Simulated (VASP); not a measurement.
# TePb (F-43m) in VASP: settings compared

Aim: see how the results for TePb move with the level of theory and the settings. Levels: PBE, r2SCAN. Tasks: single point.

Program: VASP 6.6.1. These are calculated values, not measurements. Logs are shortened: lines on timing, memory, paths and dates and some standing lists are left out, and cuts for length are marked.

### 1 The cell of the first run

It takes space group F-43m (No. 216, cubic). Conventional cell: a = 7.169 Å, b = 7.169 Å, c = 7.169 Å, α = 90.00°, β = 90.00°, γ = 90.00°. Pb (site symmetry -43m) has 4 Te at 3.10 Å within 4.1 Å. Te (site symmetry -43m) has 4 Pb at 3.10 Å within 4.1 Å.

### 2 Single point, PBE (strain -1.6%)

File INCAR:

```
SYSTEM = TePb
PREC = Accurate
ENCUT = 500
EDIFF = 1E-6
ISMEAR = -1
SIGMA = 0.02
LREAL = .FALSE.
LASPH = .TRUE.
NELM = 120
ALGO = Normal
ISIF = 2
LWAVE = .FALSE.
LCHARG = .FALSE.
GGA = PE
NBANDS = 17
GGA_COMPAT = .FALSE.
```

File KPOINTS:

```
regular mesh
0
G
  6 6 6
  0 0 0
```

File POSCAR:

```
TePb
1.0
    0.0000000000      3.5846867617      3.5846867617
    3.5846867617      0.0000000000      3.5846867617
    3.5846867617      3.5846867617      0.0000000000
Pb Te
1 1
Direct
    0.0000000000      0.0000000000      0.0000000000
    0.2500000000      0.2500000000      0.2500000000
```

Potentials or basis: VASP PAW PBE potentials, release 64 (Pb_d, Te).

Command:

```bash
$ cat potpaw_PBE.64/Pb_d/POTCAR potpaw_PBE.64/Te/POTCAR > POTCAR
$ mpirun -np 1 vasp_std > vasp.out
```

OUTCAR:

```text
SYSTEM = TePb
   PREC = Accurate
   ENCUT = 500
   EDIFF = 1E-6
   ISMEAR = -1
   LREAL = .FALSE.
   LASPH = .TRUE.
   NELM = 120
   ISIF = 2
   GGA = PE

 ion  position               nearest neighbor table
   1  0.000  0.000  0.000-   2 3.10   2 3.10   2 3.10   2 3.10
   2  0.250  0.250  0.250-   1 3.10   1 3.10   1 3.10   1 3.10

  LATTYP: Found a face centered cubic cell.
 ALAT       =     7.1693735234

  Lattice vectors:

 A1 = (   0.0000000000,   3.5846867617,   3.5846867617)
 A2 = (   3.5846867617,   0.0000000000,   3.5846867617)
 A3 = (   3.5846867617,   3.5846867617,   0.0000000000)

Analysis of symmetry for initial positions (statically):
=====================================================================
 Subroutine PRICEL returns:
 Original cell was already a primitive cell.

 Routine SETGRP: Setting up the symmetry group for a
 face centered cubic supercell.

 Subroutine GETGRP returns: Found 24 space group operations
 (whereof 24 operations were pure point group operations)
 out of a pool of 48 trial point group operations.

The static configuration has the point symmetry T_d .

Analysis of symmetry for dynamics (positions and initial velocities):
=====================================================================
 Subroutine PRICEL returns:
 Original cell was already a primitive cell.

 Routine SETGRP: Setting up the symmetry group for a
 face centered cubic supercell.

 Subroutine GETGRP returns: Found 24 space group operations
 (whereof 24 operations were pure point group operations)
 out of a pool of 48 trial point group operations.

The dynamic configuration has the point symmetry T_d .

 Subroutine INISYM returns: Found 24 space group operations
 (whereof 24 operations are pure point group operations),
 and found     1 'primitive' translations

----------------------------------------------------------------------------------------

                                     Primitive cell

  volume of cell :      92.1263

  direct lattice vectors                    reciprocal lattice vectors
     0.000000000  3.584686762  3.584686762    -0.139482201  0.139482201  0.139482201
     3.584686762  0.000000000  3.584686762     0.139482201 -0.139482201  0.139482201
     3.584686762  3.584686762  0.000000000     0.139482201  0.139482201 -0.139482201

  length of vectors
     5.069512635  5.069512635  5.069512635     0.241590259  0.241590259  0.241590259

  position of ions in fractional coordinates (direct lattice)
     0.000000000  0.000000000  0.000000000
     0.250000000  0.250000000  0.250000000

  ion indices of the primitive-cell ions
   primitive index   ion index
                 1           1
                 2           2

----------------------------------------------------------------------------------------

 KPOINTS: regular mesh

Automatic generation of k-mesh.
 Grid dimensions read from file:
 generate k-points for:    6    6    6

 Generating k-lattice:

  Cartesian coordinates                     Fractional coordinates (reciprocal lattice)
    -0.023247034  0.023247034  0.023247034     0.166666667  0.000000000  0.000000000
     0.023247034 -0.023247034  0.023247034     0.000000000  0.166666667  0.000000000
     0.023247034  0.023247034 -0.023247034     0.000000000  0.000000000  0.166666667

  Length of vectors
     0.040265043  0.040265043  0.040265043

  Shift w.r.t. Gamma in fractional coordinates (k-lattice)
     0.000000000  0.000000000  0.000000000

 Subroutine IBZKPT returns following result:
 ===========================================

 Found     16 irreducible k-points:

 Following reciprocal coordinates:
            Coordinates               Weight
  0.000000  0.000000  0.000000      1.000000
  0.166667  0.000000  0.000000      8.000000
  0.333333  0.000000  0.000000      8.000000
  0.500000  0.000000  0.000000      4.000000
  0.166667  0.166667  0.000000      6.000000
  0.333333  0.166667  0.000000     24.000000
[... 8 lines left out ...]
 -0.333333  0.333333  0.166667     24.000000
 -0.333333  0.500000  0.166667     12.000000
   k-points           NKPTS =     16   k-points in BZ     NKDIM =     16   number of bands    NBANDS=     17
   number of dos      NEDOS =    301   number of ions     NIONS =      2
   total plane-waves  NPLWV =  64000
   dimension x,y,z NGX =    40 NGY =   40 NGZ =   40
   dimension x,y,z NGXF=    80 NGYF=   80 NGZF=   80
   ions per type =               1   1
   NGX,Y,Z   is equivalent  to a cutoff of  13.12, 13.12, 13.12 a.u.
   NGXF,Y,Z  is equivalent  to a cutoff of  26.23, 26.23, 26.23 a.u.
 SYSTEM =  TePb
   PREC   = accura    normal or accurate (medium, high low for compatibility)
   ISTART =      0    job   : 0-new  1-cont  2-samecut
   ICHARG =      2    charge: 1-file 2-atom 10-const
   ISPIN  =      1    spin polarized calculation?
   LNONCOLLINEAR =      F non collinear calculations
   LSORBIT =      F    spin-orbit coupling
   LASPH  =      T    aspherical Exc in radial PAW
   ENCUT  =  500.0 eV  36.75 Ry    6.06 a.u.   9.24  9.24  9.24*2*pi/ulx,y,z
   NELM   =    120;   NELMIN=  2; NELMDL= -5     # of ELM steps
   EDIFF  = 0.1E-05   stopping-criterion for ELM
   LREAL  =      F    real-space projection
   EDIFFG = 0.1E-04   stopping-criterion for IOM
   NSW    =      0    number of steps for IOM
   IBRION =     -1    ionic relax: 0-MD 1-quasi-New 2-CG
   NFREE  =      0    steps in history (QN), initial steepest desc. (CG)
   ISIF   =      2    stress and relaxation
   ISYM   =      2    0-nonsym 1-usesym 2-fastsym
   POTIM  = 0.5000    time-step for ionic-motion
   TEBEG  =    0.0;   TEEND  =   0.0 temperature during run
   PSTRESS=    0.0 pullay stress
   NELECT =      20.0000    total number of electrons
   NUPDOWN=      -1.0000    fix difference up-down
   EMIN   =  10.00;   EMAX   =-10.00  energy-range for DOS
   EFERMI =   0.00;   METHOD = LEGACY
   ISMEAR =    -1;   SIGMA  =   0.02  broadening in eV -4-tet -1-fermi 0-gaus
   EFERMI_NEDOS =   21; number of points for ismear=-14 and -15
   IALGO  =     38    algorithm
   IMIX   =      4    mixing-type and parameters
     AMIX     =   0.40;   BMIX     =  1.00
     AMIX_MAG =   1.60;   BMIX_MAG =  1.00
  volume/ion in A,a.u.               =      46.06       310.85
  Fermi-wavevector in a.u.,A,eV,Ry     =   0.983914  1.859327 13.171609  0.968086
  Thomas-Fermi vector in A             =   2.115107
   LORBIT       =      0    0 simple, 1 ext, 2 COOP (PROOUT), +10 PAW based schemes
   GGA     = PE    functional components
   LHFCALC =     F    Hartree Fock is set to
   AEXX    =    0.0000 exact exchange contribution
   IVDW    =     0    specifies the selected vdW correction
   LEPSILON=     F    determine dielectric tensor
   LRPA    =     F    only Hartree local field effects (RPA)
 non-spin polarized calculation
  energy-cutoff  :      500.00
  volume of cell :       92.13
 maximum number of plane-waves:      2362
 NGX is ok and might be reduce to    40
   NGX = 19   NGY = 19   NGZ = 19

 number of electron      20.0000002 magnetization

 Free energy of the ion-electron system (eV)
  ---------------------------------------------------
  ext. energy  EPLUGINS =         0.00000000
  ---------------------------------------------------
  free energy    TOTEN  =        -7.10889388 eV

  energy without entropy =       -7.10889388  energy(sigma->0) =       -7.10889388

 E-fermi :   3.4123     XC(G=0):  -7.6379

 val. band max:        3.0742474649   @ k =  -0.3333   0.5000   0.1667
 cond. band min:       3.7224311952   @ k =   0.5000   0.5000   0.0000
 fundamental gap:      0.6481837303
 Fermi energy:         3.4122599253

 k-point     1 :       0.0000    0.0000    0.0000
  band No.  band energies     occupation
      1     -13.7540      2.00000
      2     -13.7540      2.00000
      3     -13.7540      2.00000
      4     -13.7240      2.00000
      5     -13.7240      2.00000
      6      -8.4372      2.00000
[... 9 lines left out ...]
     16      10.2835      0.00000
     17      11.1600      0.00000

 k-point     2 :       0.1667    0.0000    0.0000
  band No.  band energies     occupation
      1     -13.7571      2.00000
      2     -13.7525      2.00000
      3     -13.7525      2.00000
      4     -13.7240      2.00000
      5     -13.7240      2.00000
      6      -8.2841      2.00000
[... 9 lines left out ...]
     16       9.6838      0.00000
     17      10.6476      0.00000

 k-point     3 :       0.3333    0.0000    0.0000
  band No.  band energies     occupation
      1     -13.7632      2.00000
      2     -13.7496      2.00000
      3     -13.7496      2.00000
      4     -13.7236      2.00000
      5     -13.7236      2.00000
      6      -7.9069      2.00000
[... 9 lines left out ...]
     16       9.8069      0.00000
     17      11.0473      0.00000

 k-point     4 :       0.5000    0.0000    0.0000
  band No.  band energies     occupation
      1     -13.7663      2.00000
      2     -13.7484      2.00000
      3     -13.7484      2.00000
      4     -13.7232      2.00000
      5     -13.7232      2.00000
      6      -7.6565      2.00000
[... 9 lines left out ...]
     16      10.5953      0.00000
     17      10.5953      0.00000

 k-point     5 :       0.1667    0.1667    0.0000
  band No.  band energies     occupation
      1     -13.7600      2.00000
      2     -13.7509      2.00000
      3     -13.7509      2.00000
      4     -13.7250      2.00000
      5     -13.7232      2.00000
      6      -8.2305      2.00000
[... 9 lines left out ...]
     16      10.5188      0.00000
     17      11.7433      0.00000

 k-point     6 :       0.3333    0.1667    0.0000
  band No.  band energies     occupation
      1     -13.7653      2.00000
      2     -13.7485      2.00000
      3     -13.7479      2.00000
      4     -13.7253      2.00000
      5     -13.7226      2.00000
      6      -7.9149      2.00000
[... 9 lines left out ...]
     16      10.5675      0.00000
     17      11.5745      0.00000

 k-point     7 :       0.5000    0.1667    0.0000
  band No.  band energies     occupation
      1     -13.7683      2.00000
      2     -13.7473      2.00000
      3     -13.7466      2.00000
      4     -13.7245      2.00000
      5     -13.7227      2.00000
      6      -7.5757      2.00000
[... 9 lines left out ...]
     16      10.7123      0.00000
     17      10.8489      0.00000

 k-point     8 :      -0.3333    0.1667    0.0000
  band No.  band energies     occupation
      1     -13.7667      2.00000
      2     -13.7478      2.00000
      3     -13.7477      2.00000
      4     -13.7238      2.00000
      5     -13.7235      2.00000
      6      -7.6700      2.00000
[... 9 lines left out ...]
     16      10.3111      0.00000
     17      11.2190      0.00000

 k-point     9 :      -0.1667    0.1667    0.0000
  band No.  band energies     occupation
      1     -13.7616      2.00000
      2     -13.7507      2.00000
      3     -13.7496      2.00000
      4     -13.7245      2.00000
      5     -13.7234      2.00000
      6      -8.0490      2.00000
[... 9 lines left out ...]
     16       9.7071      0.00000
     17      11.6595      0.00000

 k-point    10 :       0.3333    0.3333    0.0000
  band No.  band energies     occupation
      1     -13.7716      2.00000
      2     -13.7447      2.00000
      3     -13.7447      2.00000
      4     -13.7270      2.00000
      5     -13.7215      2.00000
      6      -7.6859      2.00000
[... 9 lines left out ...]
     16      11.1836      0.00000
     17      13.1864      0.00000

 k-point    11 :       0.5000    0.3333    0.0000
  band No.  band energies     occupation
      1     -13.7739      2.00000
      2     -13.7437      2.00000
      3     -13.7431      2.00000
      4     -13.7269      2.00000
      5     -13.7214      2.00000
      6      -7.3803      2.00000
[... 9 lines left out ...]
     16      11.1194      0.00000
     17      12.4269      0.00000

 k-point    12 :      -0.3333    0.3333    0.0000
  band No.  band energies     occupation
      1     -13.7711      2.00000
      2     -13.7455      2.00000
      3     -13.7445      2.00000
      4     -13.7252      2.00000
      5     -13.7228      2.00000
      6      -7.3728      2.00000
[... 9 lines left out ...]
     16      11.1838      0.00000
     17      12.4530      0.00000

 k-point    13 :       0.5000    0.5000    0.0000
  band No.  band energies     occupation
      1     -13.7772      2.00000
      2     -13.7415      2.00000
      3     -13.7415      2.00000
      4     -13.7280      2.00000
      5     -13.7206      2.00000
      6      -7.2566      2.00000
[... 9 lines left out ...]
     16      11.8035      0.00000
     17      11.9569      0.00000

 k-point    14 :       0.5000    0.3333    0.1667
  band No.  band energies     occupation
      1     -13.7696      2.00000
      2     -13.7468      2.00000
      3     -13.7449      2.00000
      4     -13.7256      2.00000
      5     -13.7223      2.00000
      6      -7.5876      2.00000
[... 9 lines left out ...]
     16      11.0423      0.00000
     17      11.8294      0.00000

 k-point    15 :      -0.3333    0.3333    0.1667
  band No.  band energies     occupation
      1     -13.7710      2.00000
      2     -13.7467      2.00000
      3     -13.7435      2.00000
      4     -13.7252      2.00000
      5     -13.7227      2.00000
      6      -7.3727      2.00000
[... 9 lines left out ...]
     16      10.8749      0.00000
     17      11.7743      0.00000

 k-point    16 :      -0.3333    0.5000    0.1667
  band No.  band energies     occupation
      1     -13.7740      2.00000
      2     -13.7449      2.00000
      3     -13.7417      2.00000
      4     -13.7266      2.00000
      5     -13.7218      2.00000
      6      -7.2527      2.00000
[... 9 lines left out ...]
     16      11.4721      0.00000
     17      11.7144      0.00000

------------------------ aborting loop because EDIFF is reached ----------------------------------------

  FORCE on cell =-STRESS in cart. coord.  units (eV):
  Direction    XX          YY          ZZ          XY          YZ          ZX
  --------------------------------------------------------------------------------------
  -------------------------------------------------------------------------------------
  Total        1.1036353      1.1036353      1.1036353      0.0000000      0.0000000     -0.0000000
  in kB       19.1934277     19.1934277     19.1934277      0.0000000      0.0000000     -0.0000000
  external PRESSURE =      19.1934277 kB  Pullay stress =       0.0000000 kB

 VOLUME and BASIS-vectors are now :
 -----------------------------------------------------------------------------
  energy-cutoff  :      500.00
  volume of cell :       92.13
      direct lattice vectors                 reciprocal lattice vectors
     0.000000000  3.584686762  3.584686762    -0.139482201  0.139482201  0.139482201
     3.584686762  0.000000000  3.584686762     0.139482201 -0.139482201  0.139482201
     3.584686762  3.584686762  0.000000000     0.139482201  0.139482201 -0.139482201

 POSITION                                       TOTAL-FORCE (eV/Angst)
 -----------------------------------------------------------------------------------
      0.00000      0.00000      0.00000         0.000000      0.000000      0.000000
      1.79234      1.79234      1.79234        -0.000000     -0.000000     -0.000000
 -----------------------------------------------------------------------------------
    total drift:                                0.000000      0.000000      0.000000

  FREE ENERGIE OF THE ION-ELECTRON SYSTEM (eV)
  ---------------------------------------------------
  free  energy   TOTEN  =        -7.1088938833 eV

  energy  without entropy=       -7.1088938798  energy(sigma->0) =       -7.10889388
```

It took 18 s on 1 thread of Intel Xeon Platinum 8488C (Sapphire Rapids), shared host; peak memory 0.24 GiB.

What came out:

| Item | Value |
| --- | --- |
| Free energy | -7.1089 eV |
| Pressure | 1.9 GPa |
| Band gap on the k mesh | 0.65 eV, indirect (least direct gap 1.15 eV) |

Caveat: the cell differs from its parent crystal (strain -1.6%); spin-orbit coupling is left out, which moves the levels of the heavy elements.

### 3 Single point, r2SCAN (strain -1.6%)

POSCAR is that of step 2.

File INCAR.step1:

```
SYSTEM = TePb
ALGO = Normal
EDIFF = 1E-5
ENCUT = 550
GGA = PE
GGA_COMPAT = .False.
ISMEAR = 0
LASPH = .True.
LCHARG = .False.
LREAL = .False.
LWAVE = .True.
NBANDS = 17
NELM = 120
PREC = Accurate
SIGMA = 0.01
```

File INCAR.step2:

```
SYSTEM = TePb
ALGO = Normal
EDIFF = 1E-6
ENCUT = 550
GGA_COMPAT = .False.
ISIF = 2
ISMEAR = 0
ISTART = 1
LASPH = .True.
LCHARG = .True.
LELF = .True.
LMIXTAU = .True.
LREAL = .False.
LVHAR = .True.
LWAVE = .False.
METAGGA = R2SCAN
NBANDS = 17
NELM = 120
PREC = Accurate
SIGMA = 0.01
```

File KPOINTS:

```
k-points
0
Gamma
  6 6 6
  0 0 0
```

Potentials or basis: VASP PAW PBE potentials, release 64 (Pb_d, Te).

Command:

```bash
$ cat potpaw_PBE.64/Pb_d/POTCAR potpaw_PBE.64/Te/POTCAR > POTCAR
$ cp INCAR.step1 INCAR
$ mpirun -np 1 vasp_std > vasp.out
$ cp INCAR.step2 INCAR
$ mpirun -np 1 vasp_std > vasp.out
```

Run time: 69 s. Hardware: 1 thread of Intel Xeon Platinum 8488C (Sapphire Rapids), shared host; peak memory 0.26 GiB.

Results (log left out):

* Free energy: -82.1932 eV
* Pressure: 1.4 GPa
* Band gap on the k mesh: 0.81 eV, indirect (least direct gap 1.33 eV)

Levels at points of the mesh, in eV from the valence-band top:
| k point | band 8 | band 9 | band 10 | band 11 | band 12 | band 13 |
| --- | --- | --- | --- | --- | --- | --- |
| (0.00, 0.00, 0.00) | -1.53 | -1.53 | -1.53 | 1.81 | 1.81 | 1.81 |
| (0.50, 0.00, 0.00) | -2.13 | -2.13 | -1.91 | 2.68 | 2.68 | 4.33 |
| (0.50, 0.50, 0.00) | -2.88 | -2.88 | -0.52 | 0.81 | 5.05 | 5.05 |

Caveat: the cell differs from its parent crystal (strain -1.6%); the PAW data sets were made with another functional, which shifts forces and pressure a little; spin-orbit coupling is left out, which moves the levels of the heavy elements. A k mesh can miss the band edges.
